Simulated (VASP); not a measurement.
# Rh (P6_3/mmc) in VASP: a series of runs

Rh is run at these levels: PBE; tasks: single point.

Program: VASP 6.6.1. These are calculated values, not measurements. Logs are shortened: lines on timing, memory, paths and dates and some standing lists are left out, and cuts for length are marked.

### 1 The cell of the first run

Symmetry: P6_3/mmc, No. 194, hexagonal system. Conventional cell: a = 2.550 Å, b = 2.550 Å, c = 4.104 Å, α = 90.00°, β = 90.00°, γ = 120.00°. Within 3.3 Å of Rh (site symmetry -6m2) lie 12 Rh at 2.53 to 2.55 Å.

### 2 Single point, PBE, collinear spin, ferromagnetic start

The input, INCAR:

```
ALGO = Normal
EDIFF = 1E-6
ENCUT = 500
GGA = PE
GGA_COMPAT = False
ISIF = 2
ISMEAR = 0
ISPIN = 2
LASPH = True
LCHARG = False
LMAXMIX = 4
LORBIT = 11
LREAL = False
LWAVE = False
MAGMOM = 0.5 0.5
NBANDS = 26
NELM = 200
NUPDOWN = 1.0
PREC = Accurate
SIGMA = 0.15
```

The input, KPOINTS:

```
k-points
0
Gamma
  21 21 12
```

The input, POSCAR:

```
Rh
1.0
    2.5504655491      0.0000000000      0.0000000000
   -1.2752327746      2.2087679570      0.0000000000
    0.0000000000      0.0000000000      4.1044582456
Rh
2
Direct
    0.6666666667      0.3333333333      0.7500000000
    0.3333333333      0.6666666667      0.2500000000
```

Potentials or basis: VASP PAW PBE potentials, release 64 (Rh_pv).

The run is started by

```sh
$ cat potpaw_PBE.64/Rh_pv/POTCAR > POTCAR
$ mpirun -np 1 vasp_std > vasp.out
```

OUTCAR:

```text
EDIFF = 1E-6
   ENCUT = 500
   GGA = PE
   ISIF = 2
   ISMEAR = 0
   ISPIN = 2
   LASPH = True
   LORBIT = 11
   LREAL = False
   NELM = 200
   NUPDOWN = 1.0
   PREC = Accurate

 ion  position               nearest neighbor table
   1  0.667  0.333  0.750-   2 2.53   2 2.53   2 2.53   2 2.53   2 2.53   2 2.53
   2  0.333  0.667  0.250-   1 2.53   1 2.53   1 2.53   1 2.53   1 2.53   1 2.53

  LATTYP: Found a hexagonal cell.
 ALAT       =     2.5504655491
 C/A-ratio  =     1.6092976622

  Lattice vectors:

 A1 = (   2.5504655491,   0.0000000000,   0.0000000000)
 A2 = (  -1.2752327746,   2.2087679570,   0.0000000000)
 A3 = (   0.0000000000,   0.0000000000,   4.1044582456)

Analysis of symmetry for initial positions (statically):
=====================================================================
 Subroutine PRICEL returns:
 Original cell was already a primitive cell.

 Routine SETGRP: Setting up the symmetry group for a
 hexagonal supercell.

 Subroutine GETGRP returns: Found 24 space group operations
 (whereof 12 operations were pure point group operations)
 out of a pool of 24 trial point group operations.

The static configuration has the point symmetry D_3d.
 The point group associated with its full space group is D_6h.

Analysis of symmetry for dynamics (positions and initial velocities):
=====================================================================
 Subroutine PRICEL returns:
 Original cell was already a primitive cell.

 Routine SETGRP: Setting up the symmetry group for a
 hexagonal supercell.

 Subroutine GETGRP returns: Found 24 space group operations
 (whereof 12 operations were pure point group operations)
 out of a pool of 24 trial point group operations.

The dynamic configuration has the point symmetry D_3d.
 The point group associated with its full space group is D_6h.

Analysis of structural, dynamic, and magnetic symmetry:
=====================================================================
 Subroutine PRICEL returns:
 Original cell was already a primitive cell.

 Routine SETGRP: Setting up the symmetry group for a
 hexagonal supercell.

 Subroutine GETGRP returns: Found 24 space group operations
 (whereof 12 operations were pure point group operations)
 out of a pool of 24 trial point group operations.

The overall configuration has the point symmetry D_3d.
 The point group associated with its full space group is D_6h.

 Subroutine INISYM returns: Found 24 space group operations
 (whereof 12 operations are pure point group operations),
 and found     1 'primitive' translations
[... 117 lines left out ...]
  Fermi-wavevector in a.u.,A,eV,Ry     =   1.785556  3.374211 43.378229  3.188210
  Thomas-Fermi vector in A             =   2.849316
   LORBIT       =     11    0 simple, 1 ext, 2 COOP (PROOUT), +10 PAW based schemes
   GGA     = PE    functional components
   LHFCALC =     F    Hartree Fock is set to
   AEXX    =    0.0000 exact exchange contribution
   IVDW    =     0    specifies the selected vdW correction
   LEPSILON=     F    determine dielectric tensor
   LRPA    =     F    only Hartree local field effects (RPA)
 spin polarized calculation
 Gauss-broadening in eV      SIGMA  =   0.15
  energy-cutoff  :      500.00
  volume of cell :       23.12
 maximum number of plane-waves:       602
 NGX is ok and might be reduce to    20
   NGX =  9   NGY =  9   NGZ = 15

 number of electron      30.0000010 magnetization       1.0000000

 Free energy of the ion-electron system (eV)
  ---------------------------------------------------
  ext. energy  EPLUGINS =         0.00000000
  ---------------------------------------------------
  free energy    TOTEN  =       -13.25463870 eV

  energy without entropy =      -13.22586181  energy(sigma->0) =      -13.24025025

 E-fermi :  15.2523     XC(G=0): -15.1753

 val. band max:       15.6851447854   @ k =   0.3810   0.2381   0.5000
 cond. band min:      15.2669026751   @ k =   0.2381   0.0476   0.5000
 fundamental gap:     -0.4182421104
 Fermi energy:        15.6851878389

 spin component 1

 k-point     1 :       0.0000    0.0000    0.0000
  band No.  band energies     occupation
      1     -32.8209      1.00000
      2     -31.6592      1.00000
      3     -31.6592      1.00000
      4     -31.4694      1.00000
      5     -31.4694      1.00000
      6     -31.4681      1.00000
[... 685 lines left out ...]
     25      35.8407      0.00000
     26      37.0994      0.00000

 [... further k-points ...]

 spin component 2

 k-point     1 :       0.0000    0.0000    0.0000
  band No.  band energies     occupation
      1     -32.4000      1.00000
      2     -31.2466      1.00000
      3     -31.2466      1.00000
      4     -31.0555      1.00000
      5     -31.0555      1.00000
      6     -31.0328      1.00000
[... 685 lines left out ...]
     25      35.9363      0.00000
     26      37.2110      0.00000

 [... further k-points ...]

------------------------ aborting loop because EDIFF is reached ----------------------------------------

  FORCE on cell =-STRESS in cart. coord.  units (eV):
  Direction    XX          YY          ZZ          XY          YZ          ZX
  --------------------------------------------------------------------------------------
  -------------------------------------------------------------------------------------
  Total       12.3454264     12.3454264     12.8089325     -0.0000000     -0.0000000      0.0000000
  in kB      855.4434010    855.4434010    887.5608190     -0.0000000     -0.0000000      0.0000000
  external PRESSURE =     866.1492070 kB  Pullay stress =       0.0000000 kB

 VOLUME and BASIS-vectors are now :
 -----------------------------------------------------------------------------
  energy-cutoff  :      500.00
  volume of cell :       23.12
      direct lattice vectors                 reciprocal lattice vectors
     2.550465549  0.000000000  0.000000000     0.392085280  0.226370542  0.000000000
    -1.275232775  2.208767957  0.000000000     0.000000000  0.452741084  0.000000000
     0.000000000  0.000000000  4.104458246     0.000000000  0.000000000  0.243637513

 POSITION                                       TOTAL-FORCE (eV/Angst)
 -----------------------------------------------------------------------------------
      1.27523      0.73626      3.07834        -0.000000      0.000000      0.000000
     -0.00000      1.47251      1.02611         0.000000     -0.000000      0.000000
 -----------------------------------------------------------------------------------
    total drift:                               -0.000000      0.000000     -0.000000

  FREE ENERGIE OF THE ION-ELECTRON SYSTEM (eV)
  ---------------------------------------------------
  free  energy   TOTEN  =       -13.2546386961 eV

  energy  without entropy=      -13.2258618125  energy(sigma->0) =      -13.24025025

 total charge

# of ion       s       p       d       tot
------------------------------------------
    1        0.492   6.432   7.261  14.185
    2        0.492   6.432   7.261  14.185
--------------------------------------------------
tot          0.985  12.863  14.521  28.369

 magnetization (x)

# of ion       s       p       d       tot
------------------------------------------
    1        0.000   0.001   0.491   0.492
    2        0.000   0.001   0.491   0.492
--------------------------------------------------
tot          0.000   0.003   0.981   0.985
```

OSZICAR:

```text
N       E                     dE             d eps       ncg     rms          rms(c)
DAV:   1     0.330587240484E+03    0.33059E+03   -0.17204E+04 35264   0.133E+03
DAV:   2    -0.523816193829E+01   -0.33583E+03   -0.32098E+03 35978   0.426E+02
DAV:   3    -0.140228186610E+02   -0.87847E+01   -0.87203E+01 39616   0.763E+01
DAV:   4    -0.140724247018E+02   -0.49606E-01   -0.49578E-01 40890   0.573E+00
DAV:   5    -0.140729482578E+02   -0.52356E-03   -0.52309E-03 42326   0.603E-01    0.239E+01
DAV:   6    -0.133254028109E+02    0.74755E+00   -0.10790E+00 39188   0.111E+01    0.106E+01
DAV:   7    -0.132614697138E+02    0.63933E-01   -0.16628E-01 42500   0.347E+00    0.358E+00
DAV:   8    -0.132565521489E+02    0.49176E-02   -0.73815E-03 40628   0.781E-01    0.157E+00
DAV:   9    -0.132546915341E+02    0.18606E-02   -0.51201E-03 41928   0.753E-01    0.182E-01
DAV:  10    -0.132546443507E+02    0.47183E-04   -0.13790E-04 40860   0.116E-01    0.316E-02
DAV:  11    -0.132546392599E+02    0.50908E-05   -0.46849E-06 43190   0.223E-02    0.918E-03
DAV:  12    -0.132546386961E+02    0.56381E-06   -0.70811E-07 28196   0.784E-03
   1 F= -.13254639E+02 E0= -.13240250E+02  d E =-.287769E-01  mag=     1.0000
```

Wall time 5.6 min (1 thread of Intel Xeon Platinum 8259CL at 2.50GHz (Skylake/Cascade Lake), shared host); peak memory 0.34 GiB.

Results:

| Item | Value |
| --- | --- |
| Free energy | -13.2546 eV |
| Pressure | 86.6 GPa |
| Net moment | 1.00 μB per cell |
| Site moments | Rh +0.49 μB |
| Valence electrons inside the program's atomic spheres | Rh 14.19 |

Caveat: the total moment is fixed, so each spin has its own Fermi level.

### 3 Single point, PBE, collinear spin, ferromagnetic start

The input, INCAR:

```
SYSTEM = Rh
PREC = Accurate ; ENCUT = 500
EDIFF = 1E-6 ; ISMEAR = 0
SIGMA = 0.15 ; LREAL = .False.
LASPH = .True. ; NELM = 200
ALGO = Normal ; ISIF = 2
LWAVE = .False. ; LCHARG = .True.
ISPIN = 2 ; MAGMOM = 0.375 0.375
LORBIT = 11 ; NUPDOWN = 0.75
LMAXMIX = 4 ; GGA = PE
LELF = .True. ; LVHAR = .True.
NBANDS = 26 ; GGA_COMPAT = .False.
```

The input, KPOINTS:

```
Automatic mesh
0
Gamma
  21 21 12
  0 0 0
```

POSCAR is that of step 2.

Potentials or basis: VASP PAW PBE potentials, release 64 (Rh_pv).

The run is started by

```sh
$ cat potpaw_PBE.64/Rh_pv/POTCAR > POTCAR
$ mpirun -np 1 vasp_std > vasp.out
```

Wall time 5.4 min (1 thread of Intel Xeon Platinum 8259CL at 2.50GHz (Skylake/Cascade Lake), shared host); peak memory 0.34 GiB.

The run converged. Its results:

```
Free energy                                           : -13.3017 eV
Pressure                                              : 85.6 GPa
Net moment                                            : 0.75 μB per cell
Site moments                                          : Rh +0.37 μB
Valence electrons inside the program's atomic spheres : Rh 14.18
```

Stress tensor (GPa, compression positive):
```
84.53  0.00  0.00
 0.00 84.53  0.00
 0.00  0.00 87.69
```

Caveat: the total moment is fixed, so each spin has its own Fermi level.
